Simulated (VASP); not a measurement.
# HgTe (I-4m2) in VASP: notebook

Aim: see how the results for HgTe move with the level of theory and the settings. Levels: BLYP, PBEsol, LDA. Tasks: single point.

Everything below comes from runs of VASP 6.6.1. Logs are shortened: lines on timing, memory, paths and dates and some standing lists are left out, and cuts for length are marked.

### 1 The cell of the first run

The structure is tetragonal, space group I-4m2 (No. 119). The conventional cell has a = 6.091 Å, b = 6.091 Å, c = 3.119 Å, α = 90.00°, β = 90.00°, γ = 90.00°. Hg (site symmetry -4m2) has 2 Hg at 3.12 Å and 8 Te at 3.14 to 3.84 Å within 4.1 Å. Te (site symmetry -4m2) has 2 Te at 3.12 Å and 8 Hg at 3.14 to 3.84 Å within 4.1 Å.

### 2 Single point, BLYP

The input, INCAR:

```
SYSTEM = HgTe
AGGAC = 1.0 ; AGGAX = 1.0
ALDAC = 0.0 ; ALDAX = 1.0
ALGO = Normal ; EDIFF = 1E-7
ENCUT = 520 ; GGA = B5
ISIF = 2 ; ISMEAR = 1
LASPH = .TRUE. ; LCHARG = .FALSE.
LREAL = .FALSE. ; LWAVE = .FALSE.
NBANDS = 16 ; NELM = 80
PREC = Accurate ; SIGMA = 0.01
```

The input, KPOINTS:

```
k-points
0
G
  8 8 8
  0 0 0
```

The input, POSCAR:

```
HgTe
1.0
   -3.0456030000      3.0456030000      1.5594100000
    3.0456030000     -3.0456030000      1.5594100000
    3.0456030000      3.0456030000     -1.5594100000
Hg Te
1 1
Direct
    0.2500000000      0.7500000000      0.5000000000
    0.0000000000      0.0000000000      0.0000000000
```

Potentials or basis: VASP PAW PBE potentials, release 64 (Hg, Te).

Command:

```console
cat potpaw_PBE.64/Hg/POTCAR potpaw_PBE.64/Te/POTCAR > POTCAR
mpirun -np 1 vasp_std > vasp.out
```

OUTCAR:

```text
SYSTEM = HgTe
   EDIFF = 1E-7
   ENCUT = 520
   GGA = B5
   ISIF = 2
   ISMEAR = 1
   LASPH = .TRUE.
   LREAL = .FALSE.
   NELM = 80
   PREC = Accurate

 ion  position               nearest neighbor table
   1  0.250  0.750  0.500-   2 3.14   2 3.14   2 3.14   2 3.14
   2  0.000  0.000  0.000-   1 3.14   1 3.14   1 3.14   1 3.14

  LATTYP: Found a body centered tetragonal cell.
 ALAT       =     6.0912060000
 C/A-ratio  =     0.5120201156

  Lattice vectors:

 A1 = (  -3.0456030000,   3.0456030000,   1.5594100000)
 A2 = (   3.0456030000,  -3.0456030000,   1.5594100000)
 A3 = (   3.0456030000,   3.0456030000,  -1.5594100000)

Analysis of symmetry for initial positions (statically):
=====================================================================
 Subroutine PRICEL returns:
 Original cell was already a primitive cell.

 Routine SETGRP: Setting up the symmetry group for a
 body centered tetragonal supercell.

 Subroutine GETGRP returns: Found  8 space group operations
 (whereof  8 operations were pure point group operations)
 out of a pool of 16 trial point group operations.

The static configuration has the point symmetry D_2d.

Analysis of symmetry for dynamics (positions and initial velocities):
=====================================================================
 Subroutine PRICEL returns:
 Original cell was already a primitive cell.

 Routine SETGRP: Setting up the symmetry group for a
 body centered tetragonal supercell.

 Subroutine GETGRP returns: Found  8 space group operations
 (whereof  8 operations were pure point group operations)
 out of a pool of 16 trial point group operations.

The dynamic configuration has the point symmetry D_2d.

 Subroutine INISYM returns: Found  8 space group operations
 (whereof  8 operations are pure point group operations),
 and found     1 'primitive' translations

----------------------------------------------------------------------------------------

                                     Primitive cell

  volume of cell :      57.8585

  direct lattice vectors                    reciprocal lattice vectors
    -3.045603000  3.045603000  1.559410000     0.000000000  0.164171102  0.320634086
     3.045603000 -3.045603000  1.559410000     0.164171102  0.000000000  0.320634086
     3.045603000  3.045603000 -1.559410000     0.164171102  0.164171102  0.000000000

  length of vectors
     4.580737366  4.580737366  4.580737366     0.360219888  0.360219888  0.232172999

  position of ions in fractional coordinates (direct lattice)
     0.250000000  0.750000000  0.500000000
     0.000000000  0.000000000  0.000000000

  ion indices of the primitive-cell ions
   primitive index   ion index
                 1           1
                 2           2

----------------------------------------------------------------------------------------

 KPOINTS: k-points

Automatic generation of k-mesh.
 Grid dimensions read from file:
 generate k-points for:    8    8    8

 Generating k-lattice:

  Cartesian coordinates                     Fractional coordinates (reciprocal lattice)
     0.000000000  0.020521388  0.040079261     0.125000000  0.000000000  0.000000000
     0.020521388  0.000000000  0.040079261     0.000000000  0.125000000  0.000000000
     0.020521388  0.020521388  0.000000000     0.000000000  0.000000000  0.125000000

  Length of vectors
     0.045027486  0.045027486  0.029021625

  Shift w.r.t. Gamma in fractional coordinates (k-lattice)
     0.000000000  0.000000000  0.000000000

 Subroutine IBZKPT returns following result:
 ===========================================

 Found     59 irreducible k-points:

 Following reciprocal coordinates:
            Coordinates               Weight
  0.000000  0.000000  0.000000      1.000000
  0.125000  0.000000  0.000000      8.000000
  0.250000  0.000000  0.000000      8.000000
  0.375000  0.000000  0.000000      8.000000
  0.500000  0.000000  0.000000      4.000000
  0.125000  0.125000  0.000000      8.000000
[... 16 lines left out ...]
  0.250000  0.125000  0.125000     16.000000
  0.375000  0.125000  0.125000      8.000000
 [... further k-points ...]
   k-points           NKPTS =     59   k-points in BZ     NKDIM =     59   number of bands    NBANDS=     16
   number of dos      NEDOS =    301   number of ions     NIONS =      2
   total plane-waves  NPLWV =  46656
   dimension x,y,z NGX =    36 NGY =   36 NGZ =   36
   dimension x,y,z NGXF=    72 NGYF=   72 NGZF=   72
   ions per type =               1   1
   NGX,Y,Z   is equivalent  to a cutoff of  13.07, 13.07, 13.07 a.u.
   NGXF,Y,Z  is equivalent  to a cutoff of  26.13, 26.13, 26.13 a.u.
 SYSTEM =  HgTe
   PREC   = accura    normal or accurate (medium, high low for compatibility)
   ISTART =      0    job   : 0-new  1-cont  2-samecut
   ICHARG =      2    charge: 1-file 2-atom 10-const
   ISPIN  =      1    spin polarized calculation?
   LNONCOLLINEAR =      F non collinear calculations
   LSORBIT =      F    spin-orbit coupling
   LASPH  =      T    aspherical Exc in radial PAW
   ENCUT  =  520.0 eV  38.22 Ry    6.18 a.u.   8.52  8.52  8.52*2*pi/ulx,y,z
   NELM   =     80;   NELMIN=  2; NELMDL= -5     # of ELM steps
   EDIFF  = 0.1E-06   stopping-criterion for ELM
   LREAL  =      F    real-space projection
   EDIFFG = 0.1E-05   stopping-criterion for IOM
   NSW    =      0    number of steps for IOM
   IBRION =     -1    ionic relax: 0-MD 1-quasi-New 2-CG
   NFREE  =      0    steps in history (QN), initial steepest desc. (CG)
   ISIF   =      2    stress and relaxation
   ISYM   =      2    0-nonsym 1-usesym 2-fastsym
   POTIM  = 0.5000    time-step for ionic-motion
   TEBEG  =    0.0;   TEEND  =   0.0 temperature during run
   PSTRESS=    0.0 pullay stress
   NELECT =      18.0000    total number of electrons
   NUPDOWN=      -1.0000    fix difference up-down
   EMIN   =  10.00;   EMAX   =-10.00  energy-range for DOS
   EFERMI =   0.00;   METHOD = LEGACY
   ISMEAR =     1;   SIGMA  =   0.01  broadening in eV -4-tet -1-fermi 0-gaus
   EFERMI_NEDOS =   21; number of points for ismear=-14 and -15
   IALGO  =     38    algorithm
   IMIX   =      4    mixing-type and parameters
     AMIX     =   0.40;   BMIX     =  1.00
     AMIX_MAG =   1.60;   BMIX_MAG =  1.00
  volume/ion in A,a.u.               =      28.93       195.22
  Fermi-wavevector in a.u.,A,eV,Ry     =   1.109286  2.096246 16.742166  1.230515
  Thomas-Fermi vector in A             =   2.245823
   LORBIT       =      0    0 simple, 1 ext, 2 COOP (PROOUT), +10 PAW based schemes
   GGA     = B5    functional components
   LHFCALC =     F    Hartree Fock is set to
   AEXX    =    0.0000 exact exchange contribution
   IVDW    =     0    specifies the selected vdW correction
   LEPSILON=     F    determine dielectric tensor
   LRPA    =     F    only Hartree local field effects (RPA)
 non-spin polarized calculation
 Methfessel and Paxton  Order N= 1 SIGMA  =   0.01
  energy-cutoff  :      520.00
  volume of cell :       57.86
 maximum number of plane-waves:      1578
 NGX is ok and might be reduce to    36
   NGX = 17   NGY = 17   NGZ = 17

 number of electron      18.0000002 magnetization

 Free energy of the ion-electron system (eV)
  ---------------------------------------------------
  ext. energy  EPLUGINS =         0.00000000
  ---------------------------------------------------
  free energy    TOTEN  =        -2.14551532 eV

  energy without entropy =       -2.14545806  energy(sigma->0) =       -2.14549624

 E-fermi :   4.9282     XC(G=0):  -9.2167

 val. band max:        4.9086050537   @ k =   0.2500   0.0000   0.0000
 cond. band min:       4.9313883482   @ k =  -0.2500   0.5000   0.1250
 fundamental gap:      0.0227832945
 Fermi energy:         4.9282096027

 k-point     1 :       0.0000    0.0000    0.0000
  band No.  band energies     occupation
      1      -7.5704      2.00000
      2      -2.5603      2.00000
      3      -1.8440      2.00000
      4      -1.7784      2.00000
      5      -1.3530      2.00000
      6      -1.3530      2.00000
[... 8 lines left out ...]
     15      15.1047      0.00000
     16      16.4122      0.00000

 k-point     2 :       0.1250    0.0000    0.0000
  band No.  band energies     occupation
      1      -7.3268      2.00000
      2      -2.3302      2.00000
      3      -1.8140      2.00000
      4      -1.7965      2.00000
      5      -1.4757      2.00000
      6      -1.4713      2.00000
[... 8 lines left out ...]
     15      15.1719      0.00000
     16      15.1798      0.00000

 k-point     3 :       0.2500    0.0000    0.0000
  band No.  band energies     occupation
      1      -6.6404      2.00000
      2      -1.8627      2.00000
      3      -1.8122      2.00000
      4      -1.7523      2.00000
      5      -1.6967      2.00000
      6      -1.6724      2.00000
[... 8 lines left out ...]
     15      13.7699      0.00000
     16      14.6634      0.00000

 k-point     4 :       0.3750    0.0000    0.0000
  band No.  band energies     occupation
      1      -5.7097      2.00000
      2      -2.0339      2.00000
      3      -1.9453      2.00000
      4      -1.7907      2.00000
      5      -1.6130      2.00000
      6      -1.3194      2.00000
[... 8 lines left out ...]
     15      13.0816      0.00000
     16      16.0711      0.00000
[... 324 lines left out ...]
 k-point    22 :       0.1250    0.1250    0.1250
  band No.  band energies     occupation
      1      -6.5457      2.00000
      2      -1.9076      2.00000
      3      -1.8285      2.00000
      4      -1.7503      2.00000
      5      -1.7167      2.00000
      6      -1.6269      2.00000
[... 8 lines left out ...]
     15      13.6107      0.00000
     16      14.3173      0.00000

 k-point    23 :       0.2500    0.1250    0.1250
  band No.  band energies     occupation
      1      -5.6483      2.00000
      2      -2.0460      2.00000
      3      -1.9207      2.00000
      4      -1.7864      2.00000
      5      -1.6202      2.00000
      6      -1.3681      2.00000
[... 8 lines left out ...]
     15      13.2722      0.00000
     16      14.7765      0.00000

 k-point    24 :       0.3750    0.1250    0.1250
  band No.  band energies     occupation
      1      -5.1355      2.00000
      2      -2.1599      2.00000
      3      -1.9491      2.00000
      4      -1.7316      2.00000
      5      -1.5929      2.00000
      6      -1.3325      2.00000
[... 8 lines left out ...]
     15      13.7812      0.00000
     16      14.5672      0.00000

 [... further k-points ...]
[... 5 lines left out ...]
  --------------------------------------------------------------------------------------
  -------------------------------------------------------------------------------------
  Total        1.4002331      1.4002331      1.9039515      0.0000000      0.0000000      0.0000000
  in kB       38.7743064     38.7743064     52.7229343      0.0000000      0.0000000      0.0000000
  external PRESSURE =      43.4238490 kB  Pullay stress =       0.0000000 kB

 VOLUME and BASIS-vectors are now :
 -----------------------------------------------------------------------------
  energy-cutoff  :      520.00
  volume of cell :       57.86
      direct lattice vectors                 reciprocal lattice vectors
    -3.045603000  3.045603000  1.559410000     0.000000000  0.164171102  0.320634086
     3.045603000 -3.045603000  1.559410000     0.164171102  0.000000000  0.320634086
     3.045603000  3.045603000 -1.559410000     0.164171102  0.164171102  0.000000000

 POSITION                                       TOTAL-FORCE (eV/Angst)
 -----------------------------------------------------------------------------------
      3.04560      0.00000      0.77970         0.000000     -0.000000     -0.000000
      0.00000      0.00000      0.00000        -0.000000      0.000000      0.000000
 -----------------------------------------------------------------------------------
    total drift:                                0.000000     -0.000000      0.000000

  FREE ENERGIE OF THE ION-ELECTRON SYSTEM (eV)
  ---------------------------------------------------
  free  energy   TOTEN  =        -2.1455153244 eV

  energy  without entropy=       -2.1454580585  energy(sigma->0) =       -2.14549624
```

It took 59 s on 1 thread of Intel Xeon Platinum 8488C (Sapphire Rapids), shared host; peak memory 0.23 GiB.

Results:

| Quantity | Value |
| --- | --- |
| Free energy | -2.1455 eV |
| Pressure | 4.3 GPa |
| Band gap on the k mesh | zero (band 9 reaches 6.31 eV, above the bottom of band 10 at 3.45 eV) |

Stress tensor (GPa, compression positive):
```
3.88 0.00 0.00
0.00 3.88 0.00
0.00 0.00 5.27
```

Caveat: the PAW data sets were made with another functional, which shifts forces and pressure a little; spin-orbit coupling is left out, which moves the levels of the heavy elements.

### 3 Single point, PBEsol

The input, INCAR:

```
SYSTEM = HgTe
ALGO = Normal
EDIFF = 1E-6
ENCUT = 520
GGA = PS
ISIF = 2
ISMEAR = 1
LASPH = .TRUE.
LCHARG = .FALSE.
LREAL = .FALSE.
LWAVE = .FALSE.
NBANDS = 16
NELM = 60
PREC = Accurate
SIGMA = 0.01
```

KPOINTS is that of step 2.

POSCAR is that of step 2.

Potentials or basis: VASP PAW PBE potentials, release 64 (Hg, Te).

Command:

```console
cat potpaw_PBE.64/Hg/POTCAR potpaw_PBE.64/Te/POTCAR > POTCAR
mpirun -np 1 vasp_std > vasp.out
```

Run time: 46 s. Hardware: 1 thread of Intel Xeon Platinum 8488C (Sapphire Rapids), shared host; peak memory 0.23 GiB.

The run converged. Its results:

```yaml
Free_energy: -4.1249 eV
Pressure: -3.6 GPa
Band_gap_on_the_k_mesh: zero (band 9 reaches 5.74 eV, above the bottom of band 10 at 2.76 eV)
```

Stress tensor (GPa, compression positive):
```
-3.98  0.00  0.00
 0.00 -3.98  0.00
 0.00  0.00 -2.96
```

Levels at points of the mesh, in eV from the Fermi level:
```
           k point  band 5  band 6  band 7  band 8  band 9  band 10  band 11  band 12  band 13  band 14
(0.00, 0.00, 0.00)   -6.18   -6.18   -3.51   -2.48   -2.48     3.40     4.53     6.84     6.84     9.01
(0.50, 0.00, 0.00)   -6.41   -6.19   -4.59   -1.98   -1.13    -0.20     3.15     3.72     5.82     8.03
(0.50, 0.50, 0.00)   -6.15   -6.12   -6.08   -0.94    1.44     1.88     2.80     3.37     8.72    10.32
(0.50, 0.50, 0.50)   -6.15   -6.13   -4.42   -4.38   -4.38     3.07     7.24     7.95     7.95    11.77
```

Caveat: the PAW data sets were made with another functional, which shifts forces and pressure a little; spin-orbit coupling is left out, which moves the levels of the heavy elements.

[end of part 1 of 2]
